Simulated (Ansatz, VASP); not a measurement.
## P: VASP beside Ansatz

```
P
1.0
     3.23447    0.00000    0.00000
     0.00000   34.33418    0.00000
     0.00000    0.00000    4.63208
P
4
Direct
  0.00000 0.97026 0.59215
  0.00000 0.02974 0.40785
  0.50000 0.02974 0.09215
  0.50000 0.97026 0.90785
```

Change from the starting cell: strain -0.015 along x and y, +0.000 along z, atoms carried along.

Alike in both runs: task single point; functional r2SCAN; k mesh 8 × 1 × 6; occupations gaussian, width 0.05 eV; no spin polarisation.

|  | VASP | Ansatz |
| --- | --- | --- |
| version | VASP 6.6.1 | Ansatz 0.2.0 |
| potentials or method | VASP PAW PBE potentials, release 64 (P), cutoff 520 eV | scalar-relativistic, plane waves, PAW |
| valence electrons in the cell | 20 | 20 |

|  | VASP | Ansatz | Ansatz less VASP |
| --- | --- | --- | --- |
| gap on the k mesh at the Fermi level (eV) | 1.20 | 1.17 | -0.030 |
| least direct gap on the mesh (eV) | 1.20 | 1.17 | -0.030 |
| rms of the force components (eV/Å) | 0.163 | 0.210 | +0.0467 |

VASP's potentials were made for PBE, not for r2SCAN. Atom by atom the forces differ by 0.063 eV/Å (rms over components).
